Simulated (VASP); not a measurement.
# PtSe2 (P-3m1) in VASP: a series of runs

PtSe2 is run at these levels: r2SCANh, PBEsol; tasks: single point.

All numbers are computed with VASP 6.6.1; they aren't measurements. Logs are shortened: lines on timing, memory, paths and dates and some standing lists are left out, and cuts for length are marked.

## Step 1: The cell of the first run

The structure is trigonal, space group P-3m1 (No. 164). Conventional cell: a = 3.721 Å, b = 3.721 Å, c = 5.514 Å, α = 90.00°, β = 90.00°, γ = 120.00°. Within 3.3 Å of Pt (site symmetry -3m) lie 6 Se at 2.51 Å. Within 3.4 Å of Se (site symmetry 3m) lie 3 Pt at 2.51 Å and 3 Se at 3.36 Å.

## Step 2: Single point, r2SCANh

Contents of POSCAR:

```
PtSe2
1.0
    3.7214000176      0.0000000000      0.0000000000
   -1.8607000088      3.2228269529      0.0000000000
    0.0000000000      0.0000000000      5.5144677466
Pt Se
1 2
Direct
    0.0000000000      0.0000000000      0.0000000000
    0.6666666667      0.3333333333      0.7654686028
    0.3333333333      0.6666666667      0.2345313972
```

Contents of INCAR.step1:

```
ALGO = Normal
EDIFF = 1E-5
ENCUT = 520
GGA = PE
ISIF = 2
ISMEAR = -1
LASPH = True
LREAL = False
LWAVE = True
NBANDS = 18
NELM = 60
PREC = Accurate
SIGMA = 0.05
```

Contents of INCAR.step2:

```
AEXX = 0.1
ALGO = Normal
EDIFF = 1E-6
ENCUT = 520
ISIF = 2
ISMEAR = -1
ISTART = 1
LASPH = True
LCHARG = True
LELF = True
LHFCALC = True
LMIXTAU = True
LREAL = False
LVHAR = True
LWAVE = False
METAGGA = R2SCAN
NBANDS = 18
NELM = 60
PREC = Accurate
PRECFOCK = Normal
SIGMA = 0.05
```

Contents of KPOINTS:

```
k-points
0
Gamma
  4 4 3
```

Potentials or basis: VASP PAW PBE potentials, release 64 (Pt, Se).

The run is started by

```console
> cat potpaw_PBE.64/Pt/POTCAR potpaw_PBE.64/Se/POTCAR > POTCAR
> cp INCAR.step1 INCAR
> mpirun -np 1 vasp_std > vasp.out
> cp INCAR.step2 INCAR
> mpirun -np 1 vasp_std > vasp.out
```

OUTCAR:

```text
AEXX = 0.1
   EDIFF = 1E-6
   ENCUT = 520
   ISIF = 2
   ISMEAR = -1
   ISTART = 1
   LASPH = True
   LHFCALC = True
   LREAL = False
   METAGGA = R2SCAN
   NELM = 60
   PREC = Accurate
   PRECFOCK = Normal

 ion  position               nearest neighbor table
   1  0.000  0.000  0.000-   2 2.51   3 2.51   2 2.51   3 2.51   2 2.51   3 2.51
   2  0.667  0.333  0.765-   1 2.51   1 2.51   1 2.51
   3  0.333  0.667  0.235-   1 2.51   1 2.51   1 2.51

  LATTYP: Found a hexagonal cell.
 ALAT       =     3.7214000176
 C/A-ratio  =     1.4818261193

  Lattice vectors:

 A1 = (   3.7214000176,   0.0000000000,   0.0000000000)
 A2 = (  -1.8607000088,   3.2228269529,   0.0000000000)
 A3 = (   0.0000000000,   0.0000000000,   5.5144677466)

Analysis of symmetry for initial positions (statically):
=====================================================================
 Subroutine PRICEL returns:
 Original cell was already a primitive cell.

 Routine SETGRP: Setting up the symmetry group for a
 hexagonal supercell.

 Subroutine GETGRP returns: Found 12 space group operations
 (whereof 12 operations were pure point group operations)
 out of a pool of 24 trial point group operations.

The static configuration has the point symmetry D_3d.

Analysis of symmetry for dynamics (positions and initial velocities):
=====================================================================
 Subroutine PRICEL returns:
 Original cell was already a primitive cell.

 Routine SETGRP: Setting up the symmetry group for a
 hexagonal supercell.

 Subroutine GETGRP returns: Found 12 space group operations
 (whereof 12 operations were pure point group operations)
 out of a pool of 24 trial point group operations.

The dynamic configuration has the point symmetry D_3d.

 Subroutine INISYM returns: Found 12 space group operations
 (whereof 12 operations are pure point group operations),
 and found     1 'primitive' translations

----------------------------------------------------------------------------------------

                                     Primitive cell

  volume of cell :      66.1374

  direct lattice vectors                    reciprocal lattice vectors
     3.721400018  0.000000000  0.000000000     0.268716073  0.155143297  0.000000000
    -1.860700009  3.222826953  0.000000000     0.000000000  0.310286595  0.000000000
     0.000000000  0.000000000  5.514467747     0.000000000  0.000000000  0.181341164

  length of vectors
     3.721400018  3.721400018  5.514467747     0.310286595  0.310286595  0.181341164

  position of ions in fractional coordinates (direct lattice)
     0.000000000  0.000000000  0.000000000
     0.666666667  0.333333333  0.765468603
     0.333333333  0.666666667  0.234531397

  ion indices of the primitive-cell ions
   primitive index   ion index
                 1           1
                 2           2
                 3           3

----------------------------------------------------------------------------------------

 KPOINTS: k-points

Automatic generation of k-mesh.
 Grid dimensions read from file:
 generate k-points for:    4    4    3

 Generating k-lattice:

  Cartesian coordinates                     Fractional coordinates (reciprocal lattice)
     0.067179018  0.038785824  0.000000000     0.250000000 -0.000000000  0.000000000
     0.000000000  0.077571649  0.000000000     0.000000000  0.250000000  0.000000000
     0.000000000  0.000000000  0.060447055     0.000000000  0.000000000  0.333333333

  Length of vectors
     0.077571649  0.077571649  0.060447055

  Shift w.r.t. Gamma in fractional coordinates (k-lattice)
     0.000000000  0.000000000  0.000000000

 Subroutine IBZKPT returns following result:
 ===========================================

 Found      9 irreducible k-points:

 Following reciprocal coordinates:
            Coordinates               Weight
  0.000000  0.000000  0.000000      1.000000
  0.250000  0.000000  0.000000      6.000000
  0.500000  0.000000  0.000000      3.000000
  0.250000  0.250000  0.000000      6.000000
  0.000000  0.000000  0.333333      2.000000
  0.250000  0.000000  0.333333      6.000000
  0.000000  0.250000  0.333333      6.000000
  0.500000  0.000000  0.333333      6.000000
  0.250000  0.250000  0.333333     12.000000
   k-points           NKPTS =      9   k-points in BZ     NKDIM =     48   number of bands    NBANDS=     18
   number of dos      NEDOS =    301   number of ions     NIONS =      3
   total plane-waves  NPLWV =  32928
   dimension x,y,z NGX =    28 NGY =   28 NGZ =   42
   dimension x,y,z NGXF=    56 NGYF=   56 NGZF=   84
   ions per type =               1   2
   NGX,Y,Z   is equivalent  to a cutoff of  12.51, 12.51, 12.66 a.u.
   NGXF,Y,Z  is equivalent  to a cutoff of  25.02, 25.02, 25.32 a.u.
 SYSTEM =  unknown system
   PREC   = accura    normal or accurate (medium, high low for compatibility)
   ISTART =      1    job   : 0-new  1-cont  2-samecut
   ICHARG =      0    charge: 1-file 2-atom 10-const
   ISPIN  =      1    spin polarized calculation?
   LNONCOLLINEAR =      F non collinear calculations
   LSORBIT =      F    spin-orbit coupling
   LASPH  =      T    aspherical Exc in radial PAW
   ENCUT  =  520.0 eV  38.22 Ry    6.18 a.u.   6.92  6.92 10.25*2*pi/ulx,y,z
   NELM   =     60;   NELMIN=  2; NELMDL=  0     # of ELM steps
   EDIFF  = 0.1E-05   stopping-criterion for ELM
   LREAL  =      F    real-space projection
   EDIFFG = 0.1E-04   stopping-criterion for IOM
   NSW    =      0    number of steps for IOM
   IBRION =     -1    ionic relax: 0-MD 1-quasi-New 2-CG
   NFREE  =      0    steps in history (QN), initial steepest desc. (CG)
   ISIF   =      2    stress and relaxation
   ISYM   =      3    0-nonsym 1-usesym 2-fastsym
   POTIM  = 0.5000    time-step for ionic-motion
   TEBEG  =    0.0;   TEEND  =   0.0 temperature during run
   PSTRESS=    0.0 pullay stress
   NELECT =      22.0000    total number of electrons
   NUPDOWN=      -1.0000    fix difference up-down
   EMIN   =  10.00;   EMAX   =-10.00  energy-range for DOS
   EFERMI =   0.00;   METHOD = LEGACY
   ISMEAR =    -1;   SIGMA  =   0.05  broadening in eV -4-tet -1-fermi 0-gaus
   EFERMI_NEDOS =   21; number of points for ismear=-14 and -15
   IALGO  =     38    algorithm
   IMIX   =      1    mixing-type and parameters
     AMIX     =   0.40;   BMIX     =  1.00
     AMIX_MAG =   1.60;   BMIX_MAG =  1.00
  volume/ion in A,a.u.               =      22.05       148.77
  Fermi-wavevector in a.u.,A,eV,Ry     =   1.134314  2.143543 17.506194  1.286669
  Thomas-Fermi vector in A             =   2.271018
   LORBIT       =      0    0 simple, 1 ext, 2 COOP (PROOUT), +10 PAW based schemes
   METAGGA = R2SCAN    functional components
   LHFCALC =     T    Hartree Fock is set to
   PRECFOCK=normal    Normal, Fast or Accurate (Low or Medium for compatibility)
   ENCUT4O =  -1.0   cutoff for four orbital integrals eV
   NKREDX  =     1    reduce k-point grid by
   NKREDY  =     1    reduce k-point grid by
   NKREDZ  =     1    reduce k-point grid by
   AEXX    =    0.1000 exact exchange contribution
   HFSCREEN=    0.0000 screening length (either q_TF or 0.3 A-1)
   HFSCREENC=   0.0000 screening length for correlation (either q_TF or 0.3 A-1)
   ENCUTFOCK=  -1.0 apply spherical cutoff to Coloumb kernel
   IVDW    =     0    specifies the selected vdW correction
   LEPSILON=     F    determine dielectric tensor
   LRPA    =     F    only Hartree local field effects (RPA)
 non-spin polarized calculation
  energy-cutoff  :      520.00
  volume of cell :       66.14
 maximum number of plane-waves:      1792
 NGX is ok and might be reduce to    28
  NGX = 24; NGY = 24; NGZ = 32

 number of electron      21.9999999 magnetization

 Free energy of the ion-electron system (eV)
  ---------------------------------------------------
  ext. energy  EPLUGINS =         0.00000000
  ---------------------------------------------------
  free energy    TOTEN  =       -76.86697942 eV

  energy without entropy =      -76.86684772  energy(sigma->0) =      -76.86691357

 E-fermi :   5.2294     XC(G=0):  -9.7877

 val. band max:        4.9568737090   @ k =   0.0000   0.0000   0.0000
 cond. band min:       5.5926304543   @ k =   0.0000   0.2500   0.3333
 fundamental gap:      0.6357567453
 Fermi energy:         5.2294176355

 k-point     1 :       0.0000    0.0000    0.0000
  band No.  band energies     occupation
      1     -11.4149      2.00000
      2      -8.9254      2.00000
      3      -2.3247      2.00000
      4      -1.7438      2.00000
      5      -1.7438      2.00000
      6       0.5564      2.00000
[... 10 lines left out ...]
     17      13.4854      0.00000
     18      17.3458      0.00000

 k-point     2 :       0.2500    0.0000    0.0000
  band No.  band energies     occupation
      1     -10.7293      2.00000
      2      -9.1045      2.00000
      3      -1.7317      2.00000
      4      -1.3548      2.00000
      5      -1.3047      2.00000
      6      -0.5003      2.00000
[... 10 lines left out ...]
     17      14.4586      0.00000
     18      14.7433      0.00000

 k-point     3 :       0.5000    0.0000    0.0000
  band No.  band energies     occupation
      1      -9.6026      2.00000
      2      -9.5199      2.00000
      3      -2.7057      2.00000
      4      -1.1516      2.00000
      5      -0.6204      2.00000
      6       0.2945      2.00000
[... 10 lines left out ...]
     17      13.8223      0.00000
     18      17.0478      0.00000

 k-point     4 :       0.2500    0.2500    0.0000
  band No.  band energies     occupation
      1      -9.7966      2.00000
      2      -9.3180      2.00000
      3      -1.9630      2.00000
      4      -1.3084      2.00000
      5      -1.0678      2.00000
      6      -0.3262      2.00000
[... 60 lines left out ...]
      4      -1.3884      2.00000
      5      -1.0010      2.00000
      6      -0.4165      2.00000
[... 10 lines left out ...]
     17      15.6604      0.00000
     18      15.7108      0.00000

 k-point     8 :       0.5000    0.0000    0.3333
  band No.  band energies     occupation
      1      -9.6976      2.00000
      2      -9.3829      2.00000
      3      -2.8521      2.00000
      4      -1.2261      2.00000
      5      -0.7046      2.00000
      6      -0.1819      2.00000
[... 10 lines left out ...]
     17      15.2624      0.00000
     18      15.3241      0.00000

 k-point     9 :       0.2500    0.2500    0.3333
  band No.  band energies     occupation
      1      -9.6901      2.00000
      2      -9.4140      2.00000
      3      -2.0424      2.00000
      4      -1.6232      2.00000
      5      -0.8635      2.00000
      6      -0.2234      2.00000
[... 10 lines left out ...]
     17      14.7578      0.00000
     18      15.3513      0.00000

------------------------ aborting loop because EDIFF is reached ----------------------------------------

  FORCE on cell =-STRESS in cart. coord.  units (eV):
  Direction    XX          YY          ZZ          XY          YZ          ZX
  --------------------------------------------------------------------------------------
  -------------------------------------------------------------------------------------
  Total       -0.0097988     -0.0097988     -0.0405676     -0.0000000      0.0000000      0.0000000
  in kB       -0.2373752     -0.2373752     -0.9827505     -0.0000000      0.0000000      0.0000000
  external PRESSURE =      -0.4858336 kB  Pullay stress =       0.0000000 kB

 VOLUME and BASIS-vectors are now :
 -----------------------------------------------------------------------------
  energy-cutoff  :      520.00
  volume of cell :       66.14
      direct lattice vectors                 reciprocal lattice vectors
     3.721400018  0.000000000  0.000000000     0.268716073  0.155143297  0.000000000
    -1.860700009  3.222826953  0.000000000     0.000000000  0.310286595  0.000000000
     0.000000000  0.000000000  5.514467747     0.000000000  0.000000000  0.181341164

 POSITION                                       TOTAL-FORCE (eV/Angst)
 -----------------------------------------------------------------------------------
      0.00000      0.00000      0.00000        -0.000000      0.000000      0.000000
      1.86070      1.07428      4.22115        -0.000000     -0.000000     -0.009783
     -0.00000      2.14855      1.29332         0.000000      0.000000      0.009783
 -----------------------------------------------------------------------------------
    total drift:                               -0.000000      0.000000      0.000000

  FREE ENERGIE OF THE ION-ELECTRON SYSTEM (eV)
  ---------------------------------------------------
  free  energy   TOTEN  =       -76.8669794191 eV

  energy  without entropy=      -76.8668477184  energy(sigma->0) =      -76.86691357
```

It took 14 min on 1 thread of Intel Xeon Platinum 8259CL at 2.50GHz (Skylake/Cascade Lake), shared host; peak memory 0.21 GiB.

What came out:

```yaml
Free_energy: -76.8670 eV
Pressure: 0.0 GPa
Largest_force: 0.010 eV/Å
Band_gap_on_the_k_mesh: 0.64 eV (least direct gap 1.24 eV)
```

Forces in eV/Å, atoms in the order of the input:
```
Pt   0.000  0.000  0.000
Se   0.000  0.000 -0.010
Se   0.000  0.000  0.010
```

Caveat: the k points lie up to 0.49 Å⁻¹ apart; the PAW data sets were made with another functional, which shifts forces and pressure a little; spin-orbit coupling is left out, which moves the levels of the heavy elements.

## Step 3: Single point, r2SCANh

This run uses another cell than the first one, of 20.27 Å³/atom.

Contents of POSCAR:

```
PtSe2
1.0
    3.7240000000      0.0000000000      0.0000000000
   -1.8620000000      3.2250786037      0.0000000000
    0.0000000000      0.0000000000      5.0620000000
Pt Se
1 2
Direct
    0.0000000000      0.0000000000      0.0000000000
    0.6666666667      0.3333333333      0.7500000000
    0.3333333333      0.6666666667      0.2500000000
```

Contents of INCAR.step1:

```
SYSTEM = PtSe2
  PREC = Accurate
  ENCUT = 520
  EDIFF = 1E-5
  ISMEAR = -1
  SIGMA = 0.05
  LREAL = .FALSE.
  LASPH = .TRUE.
  NELM = 100
  ALGO = Normal
  ISIF = 2
  LWAVE = .TRUE.
  NBANDS = 18
  GGA = PE
```

Contents of INCAR.step2:

```
SYSTEM = PtSe2
  PREC = Accurate
  ENCUT = 520
  EDIFF = 1E-6
  ISMEAR = -1
  SIGMA = 0.05
  LREAL = .FALSE.
  LASPH = .TRUE.
  NELM = 100
  ALGO = Normal
  ISIF = 2
  LWAVE = .FALSE.
  LCHARG = .TRUE.
  METAGGA = R2SCAN
  LHFCALC = .TRUE.
  AEXX = 0.1
  LMIXTAU = .TRUE.
  PRECFOCK = Normal
  LELF = .TRUE.
  LVHAR = .TRUE.
  NBANDS = 18
  ISTART = 1
```

Contents of KPOINTS:

```
regular mesh
0
G
  5 5 3
  0 0 0
```

Potentials or basis: VASP PAW PBE potentials, release 64 (Pt, Se).

The run is started by

```console
> cat potpaw_PBE.64/Pt/POTCAR potpaw_PBE.64/Se/POTCAR > POTCAR
> cp INCAR.step1 INCAR
> mpirun -np 1 vasp_std > vasp.out
> cp INCAR.step2 INCAR
> mpirun -np 1 vasp_std > vasp.out
```

Wall time 32 min (1 thread of Intel Xeon Platinum 8259CL at 2.50GHz (Skylake/Cascade Lake), shared host); peak memory 0.2 GiB.

The run converged. Its results:

```yaml
Free_energy: -76.8088 eV
Pressure: 3.4 GPa
Largest_force: 0.142 eV/Å
Band_gap_on_the_k_mesh: 0.32 eV (least direct gap 1.42 eV)
```

Forces on the atoms (eV/Å):
```
Pt   0.000  0.000  0.000
Se   0.000  0.000 -0.142
Se   0.000  0.000  0.142
```

Stress tensor (GPa, compression positive):
```
3.24 0.00 0.00
0.00 3.24 0.00
0.00 0.00 3.74
```

Levels at points of the mesh, in eV from the valence-band top:
```
           k point  band 8  band 9  band 10  band 11  band 12  band 13  band 14  band 15
(0.00, 0.00, 0.00)   -3.52   -1.69    -1.69     0.00     1.48     1.48     4.01     4.84
```

Caveat: the cell stands under pressure; the PAW data sets were made with another functional, which shifts forces and pressure a little; spin-orbit coupling is left out, which moves the levels of the heavy elements. A k mesh can miss the band edges.

(Part 1 of 2 ends here.)

The gap in the log of VASP goes by the Fermi energy; the results here count the filled bands.